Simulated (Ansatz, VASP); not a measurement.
## One calculation of CaSe, two programs

```
Ca Se
1.0
     0.00000    2.96754    3.00997
     2.96754    0.00000    3.00997
     2.96754    2.96754    0.00000
Ca Se
1 1
Direct
  0.00000 0.00000 0.00000
  0.50000 0.50000 0.50000
```

Change from the starting cell: uniaxial_z strain +1.4%.

Alike in both runs: task single point; functional r2SCAN; k mesh 8 × 8 × 8; no spin polarisation.

```csv
,VASP,Ansatz
version,VASP 6.6.1,Ansatz 0.2.0
potentials or method,"VASP PAW PBE potentials, release 64 (Ca_sv, Se)","plane waves, PAW"
plane-wave cutoff (eV),520,500
occupations,"gaussian, width 0.01 eV",fixed
valence electrons in the cell,16,26
```

|  | VASP | Ansatz | Ansatz less VASP |
| --- | --- | --- | --- |
| gap on the k mesh at the Fermi level (eV) | 2.55 | 2.55 | 0.000 |
| pressure (GPa) | -0.5 | -0.7 | -0.23 |
| traceless stress, the component that is largest in VASP (GPa) | -0.85 | -0.83 | +0.024 |

VASP's potentials were made for PBE, not for r2SCAN. VASP's potentials hold 16 valence electrons a cell and Ansatz's 26, so a difference there can come from the potentials and not from the codes.
